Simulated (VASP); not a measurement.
# CO2 (Pa-3) in VASP: single point with PBE+D3(BJ)

Aim: the single point of CO2 with PBE+D3(BJ).

All numbers are computed with VASP 6.6.1; they aren't measurements. Logs are shortened: lines on timing, memory, paths and dates and some standing lists are left out, and cuts for length are marked.

**1. The cell of the first run**

Symmetry: Pa-3, No. 205, cubic system. Conventional cell: a = 5.195 Å, b = 5.195 Å, c = 5.195 Å, α = 90.00°, β = 90.00°, γ = 90.00°. Within 1.6 Å of C (site symmetry -3) lie 2 O at 1.17 Å. Within 1.6 Å of O (site symmetry 3) lie 1 C at 1.17 Å.

**2. Single point, PBE+D3(BJ)**

Contents of INCAR:

```
SYSTEM = CO2
  PREC = Accurate
  ENCUT = 910
  EDIFF = 1E-6
  ISMEAR = 0
  SIGMA = 0.01
  LREAL = .FALSE.
  LASPH = .TRUE.
  NELM = 120
  ALGO = Normal
  ISIF = 2
  LWAVE = .FALSE.
  LCHARG = .FALSE.
  GGA = PE
  IVDW = 12
  NBANDS = 44
  GGA_COMPAT = .FALSE.
```

Contents of KPOINTS:

```
Automatic mesh
0
G
  4 4 4
  0 0 0
```

Contents of POSCAR:

```
CO2
1.0
    5.1952713972      0.0000000000      0.0000000000
    0.0000000000      5.1952713972      0.0000000000
    0.0000000000      0.0000000000      5.1952713972
C O
4 8
Direct
    0.0000000000      0.0000000000      0.0000000000
    0.5000000000      0.0000000000      0.5000000000
    0.5000000000      0.5000000000      0.0000000000
    0.0000000000      0.5000000000      0.5000000000
    0.1294760949      0.1294760949      0.1294760949
    0.8705239051      0.8705239051      0.8705239051
    0.3705239051      0.8705239051      0.6294760949
    0.6294760949      0.1294760949      0.3705239051
    0.6294760949      0.3705239051      0.8705239051
    0.3705239051      0.6294760949      0.1294760949
    0.8705239051      0.6294760949      0.3705239051
    0.1294760949      0.3705239051      0.6294760949
```

Potentials or basis: VASP PAW PBE potentials, release 64 (C_h, O_h).

Launch:

```bash
$ cat potpaw_PBE.64/C_h/POTCAR potpaw_PBE.64/O_h/POTCAR > POTCAR
$ mpirun -np 1 vasp_std > vasp.out
```

OUTCAR:

```text
SYSTEM = CO2
   PREC = Accurate
   ENCUT = 910
   EDIFF = 1E-6
   ISMEAR = 0
   LREAL = .FALSE.
   LASPH = .TRUE.
   NELM = 120
   ISIF = 2
   GGA = PE
   IVDW = 12
 IVDW          = 12

 ion  position               nearest neighbor table
   1  0.000  0.000  0.000-   5 1.17   6 1.17
   2  0.500  0.000  0.500-   7 1.17   8 1.17
   3  0.500  0.500  0.000-   9 1.17  10 1.17
   4  0.000  0.500  0.500-  11 1.17  12 1.17
   5  0.129  0.129  0.129-   1 1.17
   6  0.871  0.871  0.871-   1 1.17
   7  0.371  0.871  0.629-   2 1.17
   8  0.629  0.129  0.371-   2 1.17
   9  0.629  0.371  0.871-   3 1.17
  10  0.371  0.629  0.129-   3 1.17
  11  0.871  0.629  0.371-   4 1.17
  12  0.129  0.371  0.629-   4 1.17

  LATTYP: Found a simple cubic cell.
 ALAT       =     5.1952713972

  Lattice vectors:

 A1 = (   5.1952713972,   0.0000000000,   0.0000000000)
 A2 = (   0.0000000000,   5.1952713972,   0.0000000000)
 A3 = (   0.0000000000,   0.0000000000,   5.1952713972)

Analysis of symmetry for initial positions (statically):
=====================================================================
 Subroutine PRICEL returns:
 Original cell was already a primitive cell.

 Routine SETGRP: Setting up the symmetry group for a
 simple cubic supercell.

 Subroutine GETGRP returns: Found 24 space group operations
 (whereof  6 operations were pure point group operations)
 out of a pool of 48 trial point group operations.

The static configuration has the point symmetry S_6 .
 The point group associated with its full space group is T_h .

Analysis of symmetry for dynamics (positions and initial velocities):
=====================================================================
 Subroutine PRICEL returns:
 Original cell was already a primitive cell.

 Routine SETGRP: Setting up the symmetry group for a
 simple cubic supercell.

 Subroutine GETGRP returns: Found 24 space group operations
 (whereof  6 operations were pure point group operations)
 out of a pool of 48 trial point group operations.

The dynamic configuration has the point symmetry S_6 .
 The point group associated with its full space group is T_h .

 Subroutine INISYM returns: Found 24 space group operations
 (whereof  6 operations are pure point group operations),
 and found     1 'primitive' translations

----------------------------------------------------------------------------------------

                                     Primitive cell

  volume of cell :     140.2248

  direct lattice vectors                    reciprocal lattice vectors
     5.195271397  0.000000000  0.000000000     0.192482726  0.000000000  0.000000000
     0.000000000  5.195271397  0.000000000     0.000000000  0.192482726  0.000000000
     0.000000000  0.000000000  5.195271397     0.000000000  0.000000000  0.192482726

  length of vectors
     5.195271397  5.195271397  5.195271397     0.192482726  0.192482726  0.192482726

  position of ions in fractional coordinates (direct lattice)
     0.000000000  0.000000000  0.000000000
     0.500000000  0.000000000  0.500000000
     0.500000000  0.500000000  0.000000000
     0.000000000  0.500000000  0.500000000
     0.129476095  0.129476095  0.129476095
     0.870523905  0.870523905  0.870523905
     0.370523905  0.870523905  0.629476095
     0.629476095  0.129476095  0.370523905
     0.629476095  0.370523905  0.870523905
     0.370523905  0.629476095  0.129476095
     0.870523905  0.629476095  0.370523905
     0.129476095  0.370523905  0.629476095

  ion indices of the primitive-cell ions
   primitive index   ion index
                 1           1
                 2           2
                 3           3
                 4           4
                 5           5
                 6           6
                 7           7
                 8           8
                 9           9
                10          10
                11          11
                12          12

----------------------------------------------------------------------------------------

 KPOINTS: Automatic mesh

Automatic generation of k-mesh.
 Grid dimensions read from file:
 generate k-points for:    4    4    4

 Generating k-lattice:

  Cartesian coordinates                     Fractional coordinates (reciprocal lattice)
     0.048120681  0.000000000  0.000000000     0.250000000  0.000000000  0.000000000
     0.000000000  0.048120681  0.000000000     0.000000000  0.250000000  0.000000000
     0.000000000  0.000000000  0.048120681     0.000000000  0.000000000  0.250000000

  Length of vectors
     0.048120681  0.048120681  0.048120681

  Shift w.r.t. Gamma in fractional coordinates (k-lattice)
     0.000000000  0.000000000  0.000000000

 Subroutine IBZKPT returns following result:
 ===========================================

 Found     11 irreducible k-points:

 Following reciprocal coordinates:
            Coordinates               Weight
  0.000000  0.000000  0.000000      1.000000
  0.250000  0.000000  0.000000      6.000000
  0.500000  0.000000  0.000000      3.000000
  0.250000  0.250000  0.000000     12.000000
  0.500000  0.250000  0.000000      6.000000
 -0.250000  0.500000  0.000000      6.000000
  0.500000  0.500000  0.000000      3.000000
  0.250000  0.250000  0.250000      8.000000
  0.500000  0.250000  0.250000     12.000000
  0.500000  0.500000  0.250000      6.000000
  0.500000  0.500000  0.500000      1.000000
   k-points           NKPTS =     11   k-points in BZ     NKDIM =     11   number of bands    NBANDS=     44
   number of dos      NEDOS =    301   number of ions     NIONS =     12
   total plane-waves  NPLWV = 157464
   dimension x,y,z NGX =    54 NGY =   54 NGZ =   54
   dimension x,y,z NGXF=   108 NGYF=  108 NGZF=  108
   ions per type =               4   8
   NGX,Y,Z   is equivalent  to a cutoff of  17.28, 17.28, 17.28 a.u.
   NGXF,Y,Z  is equivalent  to a cutoff of  34.56, 34.56, 34.56 a.u.
 SYSTEM =  CO2
   PREC   = accura    normal or accurate (medium, high low for compatibility)
   ISTART =      0    job   : 0-new  1-cont  2-samecut
   ICHARG =      2    charge: 1-file 2-atom 10-const
   ISPIN  =      1    spin polarized calculation?
   LNONCOLLINEAR =      F non collinear calculations
   LSORBIT =      F    spin-orbit coupling
   LASPH  =      T    aspherical Exc in radial PAW
   ENCUT  =  910.0 eV  66.88 Ry    8.18 a.u.  12.78 12.78 12.78*2*pi/ulx,y,z
   NELM   =    120;   NELMIN=  2; NELMDL= -5     # of ELM steps
   EDIFF  = 0.1E-05   stopping-criterion for ELM
   LREAL  =      F    real-space projection
   EDIFFG = 0.1E-04   stopping-criterion for IOM
   NSW    =      0    number of steps for IOM
   IBRION =     -1    ionic relax: 0-MD 1-quasi-New 2-CG
   NFREE  =      0    steps in history (QN), initial steepest desc. (CG)
   ISIF   =      2    stress and relaxation
   ISYM   =      2    0-nonsym 1-usesym 2-fastsym
   POTIM  = 0.5000    time-step for ionic-motion
   TEBEG  =    0.0;   TEEND  =   0.0 temperature during run
   PSTRESS=    0.0 pullay stress
   NELECT =      64.0000    total number of electrons
   NUPDOWN=      -1.0000    fix difference up-down
   EMIN   =  10.00;   EMAX   =-10.00  energy-range for DOS
   EFERMI =   0.00;   METHOD = LEGACY
   ISMEAR =     0;   SIGMA  =   0.01  broadening in eV -4-tet -1-fermi 0-gaus
   EFERMI_NEDOS =   21; number of points for ismear=-14 and -15
   IALGO  =     38    algorithm
   IMIX   =      4    mixing-type and parameters
     AMIX     =   0.40;   BMIX     =  1.00
     AMIX_MAG =   1.60;   BMIX_MAG =  1.00
  volume/ion in A,a.u.               =      11.69        78.86
  Fermi-wavevector in a.u.,A,eV,Ry     =   1.260453  2.381910 21.616137  1.588741
  Thomas-Fermi vector in A             =   2.393962
   LORBIT       =      0    0 simple, 1 ext, 2 COOP (PROOUT), +10 PAW based schemes
   GGA     = PE    functional components
   LHFCALC =     F    Hartree Fock is set to
   AEXX    =    0.0000 exact exchange contribution
   IVDW    =    12    specifies the selected vdW correction
   LEPSILON=     F    determine dielectric tensor
   LRPA    =     F    only Hartree local field effects (RPA)
 non-spin polarized calculation
 Gauss-broadening in eV      SIGMA  =   0.01
  energy-cutoff  :      910.00
  volume of cell :      140.22
 maximum number of plane-waves:      8778
 NGX is ok and might be reduce to    54
   NGX = 25   NGY = 25   NGZ = 25

 number of electron      63.9999986 magnetization

 Free energy of the ion-electron system (eV)
  ---------------------------------------------------
  ext. energy  EPLUGINS =         0.00000000
  ---------------------------------------------------
  free energy    TOTEN  =       -92.42369033 eV

  energy without entropy =      -92.42369033  energy(sigma->0) =      -92.42369033

 E-fermi :  -1.3013     XC(G=0):  -9.0291

 val. band max:       -1.4291835196   @ k =   0.0000   0.0000   0.0000
 cond. band min:       5.6967128137   @ k =   0.0000   0.0000   0.0000
 fundamental gap:      7.1258963333
 Fermi energy:        -1.3012593687

 k-point     1 :       0.0000    0.0000    0.0000
  band No.  band energies     occupation
      1     -22.3889      2.00000
      2     -21.9098      2.00000
      3     -21.9098      2.00000
      4     -21.9098      2.00000
      5     -21.0711      2.00000
      6     -21.0711      2.00000
[... 36 lines left out ...]
     43      10.1336      0.00000
     44      10.1336      0.00000

 k-point     2 :       0.2500    0.0000    0.0000
  band No.  band energies     occupation
      1     -22.3273      2.00000
      2     -21.9915      2.00000
      3     -21.9093      2.00000
      4     -21.9093      2.00000
      5     -21.0639      2.00000
      6     -21.0609      2.00000
[... 36 lines left out ...]
     43      10.4111      0.00000
     44      10.4200      0.00000

 k-point     3 :       0.5000    0.0000    0.0000
  band No.  band energies     occupation
      1     -22.1689      2.00000
      2     -22.1689      2.00000
      3     -21.9089      2.00000
      4     -21.9089      2.00000
      5     -21.0544      2.00000
      6     -21.0544      2.00000
[... 36 lines left out ...]
     43      10.7374      0.00000
     44      10.7374      0.00000

 k-point     4 :       0.2500    0.2500    0.0000
  band No.  band energies     occupation
      1     -22.2719      2.00000
      2     -21.9781      2.00000
      3     -21.9779      2.00000
      4     -21.9198      2.00000
      5     -21.0594      2.00000
      6     -21.0474      2.00000
[... 271 lines left out ...]
     43       9.7592      0.00000
     44       9.7592      0.00000

 k-point    10 :       0.5000    0.5000    0.2500
  band No.  band energies     occupation
      1     -22.0346      2.00000
      2     -22.0346      2.00000
      3     -22.0346      2.00000
      4     -22.0346      2.00000
      5     -21.0364      2.00000
      6     -21.0364      2.00000
[... 36 lines left out ...]
     43       8.9087      0.00000
     44       8.9087      0.00000

 k-point    11 :       0.5000    0.5000    0.5000
  band No.  band energies     occupation
      1     -22.0293      2.00000
      2     -22.0293      2.00000
      3     -22.0293      2.00000
      4     -22.0293      2.00000
      5     -21.0429      2.00000
      6     -21.0429      2.00000
[... 36 lines left out ...]
     43       8.8259      0.00000
     44       8.8259      0.00000

------------------------ aborting loop because EDIFF is reached ----------------------------------------

 Edisp (eV)   -1.10078

 E8    (eV) :    -0.2870

  FORCE on cell =-STRESS in cart. coord.  units (eV):
  Direction    XX          YY          ZZ          XY          YZ          ZX
  --------------------------------------------------------------------------------------
  -------------------------------------------------------------------------------------
  Total       3.98873     3.98873     3.98873     0.00000    -0.00000     0.00000
  in kB      45.57440    45.57440    45.57440     0.00000    -0.00000     0.00000
  external pressure =       45.57 kB  Pullay stress =        0.00 kB

 VOLUME and BASIS-vectors are now :
 -----------------------------------------------------------------------------
  energy-cutoff  :      910.00
  volume of cell :      140.22
      direct lattice vectors                 reciprocal lattice vectors
     5.195271397  0.000000000  0.000000000     0.192482726  0.000000000  0.000000000
     0.000000000  5.195271397  0.000000000     0.000000000  0.192482726  0.000000000
     0.000000000  0.000000000  5.195271397     0.000000000  0.000000000  0.192482726

 POSITION                                       TOTAL-FORCE (eV/Angst)
 -----------------------------------------------------------------------------------
      0.00000      0.00000      0.00000        -0.000000     -0.000000     -0.000000
      2.59764      0.00000      2.59764        -0.000000     -0.000000     -0.000000
      2.59764      2.59764      0.00000        -0.000000     -0.000000     -0.000000
      0.00000      2.59764      2.59764        -0.000000     -0.000000     -0.000000
      0.67266      0.67266      0.67266         0.018924      0.018924      0.018924
      4.52261      4.52261      4.52261        -0.018924     -0.018924     -0.018924
      1.92497      4.52261      3.27030        -0.018924     -0.018924      0.018924
      3.27030      0.67266      1.92497         0.018924      0.018924     -0.018924
      3.27030      1.92497      4.52261         0.018924     -0.018924     -0.018924
      1.92497      3.27030      0.67266        -0.018924      0.018924      0.018924
      4.52261      3.27030      1.92497        -0.018924      0.018924     -0.018924
      0.67266      1.92497      3.27030         0.018924     -0.018924      0.018924
 -----------------------------------------------------------------------------------
    total drift:                                0.000000      0.000000     -0.000000

  FREE ENERGIE OF THE ION-ELECTRON SYSTEM (eV)
  ---------------------------------------------------
  free  energy   TOTEN  =       -93.5244722867 eV

  energy  without entropy=      -93.5244722867  energy(sigma->0) =      -93.52447229
```

Run time: 3.1 min. Hardware: 1 thread of Intel Xeon Platinum 8488C (Sapphire Rapids), shared host; peak memory 0.44 GiB.

Results:

```yaml
Free_energy: -93.5245 eV
Pressure: 4.6 GPa
Largest_force: 0.033 eV/Å
Band_gap_on_the_k_mesh: 7.13 eV
Dispersion_energy_per_atom: -0.092 eV
```

Forces on the atoms (eV/Å):
```
C    0.000  0.000  0.000
C    0.000  0.000  0.000
C    0.000  0.000  0.000
C    0.000  0.000  0.000
O    0.019  0.019  0.019
O   -0.019 -0.019 -0.019
O   -0.019 -0.019  0.019
O    0.019  0.019 -0.019
O    0.019 -0.019 -0.019
O   -0.019  0.019  0.019
O   -0.019  0.019 -0.019
O    0.019 -0.019  0.019
```

Caveat: the cutoff is under 1.25 times the usual one of these potentials, so pressure, stress and relaxed cells hold a basis-set (Pulay) error; the cell stands under pressure. A k mesh can miss the band edges.
